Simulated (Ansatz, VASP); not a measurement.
**GaAs in VASP and in Ansatz**

```
CELL_PARAMETERS angstrom
0.00000 2.62000 2.62000
2.62000 0.00000 2.62000
2.62000 2.62000 0.00000
ATOMIC_POSITIONS crystal
Ga 0.00000 0.00000 0.00000
As 0.50000 0.50000 0.50000
```

Alike in both runs: task single point; functional PBE; k mesh 6 × 6 × 6; occupations gaussian, width 0.05 eV; no spin polarisation.

|  | VASP | Ansatz |
| --- | --- | --- |
| version | VASP 6.6.1 | Ansatz 0.2.0 |
| potentials or method | VASP PAW PBE potentials, release 64 (Ga_d, As), cutoff 500 eV | scalar-relativistic, plane waves, PAW |
| valence electrons in the cell | 18 | 28 |

VASP gave:

| Item | Value |
| --- | --- |
| gap on the k mesh at the Fermi level (eV) | none |
| pressure (GPa) | 7.4 |

Q: Estimate Ansatz's values.

A: gap on the k mesh at the Fermi level (eV): none; pressure (GPa): 7.1.

A gap of «none» marks a metal or a gap that the smearing closes. The functional is the same, so the differences come from potentials, cutoffs and numerics. VASP's potentials hold 18 valence electrons a cell and Ansatz's 28, so a difference there can come from the potentials and not from the codes.
